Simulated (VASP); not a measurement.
The system is AlIn3Sb2.

```
Al In Sb
1.0
     6.16921    0.00000    0.00000
    -3.08460    5.34269    0.00000
     0.00000    0.00000    5.40059
Al In Sb
1 3 2
Cartesian
  0.0000 0.0000 2.7003
  3.0846 0.0000 0.0000
  -1.5423 2.6713 0.0000
  1.5423 2.6713 0.0000
  0.0000 3.5618 2.7003
  3.0846 1.7809 2.7003
```

The cell was generated, and may not be a known phase.

* Program: VASP 6.6.1
* Task: relaxation of cell and atoms
* Functional: PBE
* Potentials or basis: VASP PAW PBE potentials, release 64 (Al, In_d, Sb)
* Cutoff: 600 eV
* k mesh: 3 × 3 × 4
* Occupations: gaussian, width 0.1 eV
* Spin: no spin polarisation

At the start: pressure -0.4 GPa; volume 29.67 Å³/atom.

Task: Where does the relaxation end?

Result: Over 6 steps the energy falls by 29.0 meV/atom and the volume is 29.27 Å³/atom (-1.3 %); space group P6/mmm (No. 191, to 0.1 Å) before and after.

Step by step:
```csv
step,energy change (eV),largest force (eV/Å),pressure (GPa),volume (Å³)
1,0.0000,0.0000,-0.37,178.00
2,-0.1140,0.0000,-0.23,176.15
3,-0.1724,0.0000,0.29,174.08
4,-0.1724,0.0000,0.36,173.82
5,-0.1726,0.0000,0.32,173.93
6,-0.1741,0.0000,-0.05,175.64
```

Final structure:
```
Al In Sb
1.0
     5.95664    0.00000    0.00000
    -2.97832    5.15860    0.00000
     0.00000    0.00000    5.71612
Al In Sb
1 3 2
Cartesian
  0.0000 0.0000 2.8581
  2.9783 0.0000 5.7161
  -1.4892 2.5793 5.7161
  1.4892 2.5793 5.7161
  0.0000 3.4391 2.8581
  2.9783 1.7195 2.8581
```

Caveat: the k points lie up to 0.41 Å⁻¹ apart in the final cell, too coarse for converged energies and pressures of a metal.
